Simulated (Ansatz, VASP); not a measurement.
**LiCl: VASP beside Ansatz**

```
CELL_PARAMETERS angstrom
0.00000 2.64170 2.52629
2.64170 0.00000 2.52629
2.64170 2.64170 0.00000
ATOMIC_POSITIONS crystal
Li 0.00000 0.00000 0.00000
Cl 0.50000 0.50000 0.50000
```

Change from the starting cell: strain +0.030 along x and y, -0.015 along z, atoms carried along.

Alike in both runs: task single point; functional r2SCAN; k mesh 8 × 8 × 8; occupations gaussian, width 0.05 eV; no spin polarisation.

|  | VASP | Ansatz |
| --- | --- | --- |
| version | VASP 6.6.1 | Ansatz 0.2.0 |
| potentials or method | VASP PAW PBE potentials, release 64 (Li_sv, Cl), cutoff 520 eV | scalar-relativistic, plane waves, PAW |
| valence electrons in the cell | 10 | 10 |

VASP gave:

| Quantity | Value |
| --- | --- |
| gap on the k mesh at the Fermi level (eV) | 6.99 |
| least direct gap on the mesh (eV) | 6.99 |

Task: What did Ansatz give for the same quantities?

Result: gap on the k mesh at the Fermi level (eV): 6.92; least direct gap on the mesh (eV): 6.92.

VASP's potentials were made for PBE, not for r2SCAN.

Noted on VASP's run: the cutoff is under 1.25 times that of the potentials, so the pressure is a little rough.
